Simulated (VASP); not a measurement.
A run of VASP 6.6.1 is set up as follows.

Contents of INCAR:

```
SYSTEM = In
PREC = Accurate ; ENCUT = 520
EDIFF = 1E-7 ; ISMEAR = -1
SIGMA = 0.1 ; LREAL = .FALSE.
LASPH = .TRUE. ; NELM = 80
ALGO = Normal ; ISIF = 2
LWAVE = .FALSE. ; LCHARG = .TRUE.
GGA = RE ; LELF = .TRUE.
LVHAR = .TRUE. ; NBANDS = 20
```

File KPOINTS:

```
Automatic mesh
0
G
  11 11 6
  0 0 0
```

POSCAR

```
In
1.0
    3.4413944014      0.0000000000      0.0000000000
   -1.7206972007      2.9803349761      0.0000000000
    0.0000000000      0.0000000000      5.5858133161
In
2
Direct
    0.3333333333      0.6666666667      0.2500000000
    0.6666666667      0.3333333333      0.7500000000
```

Potentials or basis: VASP PAW PBE potentials, release 64 (In_d).

Command:

```console
$ cat potpaw_PBE.64/In_d/POTCAR > POTCAR
$ mpirun -np 1 vasp_std > vasp.out
```

Estimate the pressure.

0.0 GPa.

Predict the band gap on the k mesh.

zero (bands 13 and 14 overlap by 5.65 eV).

Caveat: the PAW data sets were made with another functional, which shifts forces and pressure a little; spin-orbit coupling is left out, which moves the levels of the heavy elements.
